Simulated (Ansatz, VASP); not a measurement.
## OsO: VASP beside Ansatz

```
Os O
1.0
     2.79054    0.00000    0.00000
    -1.39527    2.41668    0.00000
     0.00000    0.00000    3.68479
Os O
1 1
Direct
  0.00000 0.00000 0.50000
  0.00000 0.00000 0.00000
```

Alike in both runs: functional PBE; k mesh 24 × 24 × 16; occupations gaussian, width 0.1 eV; no spin polarisation.

Ansatz relaxed the structure, and its values are those at the end. VASP's run is a single point on that final structure, the one shown.

|  | VASP | Ansatz |
| --- | --- | --- |
| version | VASP 6.6.1 | Ansatz 0.2.0 |
| potentials or method | VASP PAW PBE potentials, release 64 (Os, O), cutoff 520 eV | scalar-relativistic, plane waves, PAW |
| valence electrons in the cell | 14 | 22 |

```csv
,VASP,Ansatz,Ansatz less VASP
gap on the k mesh at the Fermi level (eV),none,none,-
pressure (GPa),2.1,0.0,-2.05
```

A gap of «none» marks a metal or a gap that the smearing closes. VASP's potentials hold 14 valence electrons a cell and Ansatz's 22, so a difference there can come from the potentials and not from the codes.

Neither program's run includes spin-orbit coupling.
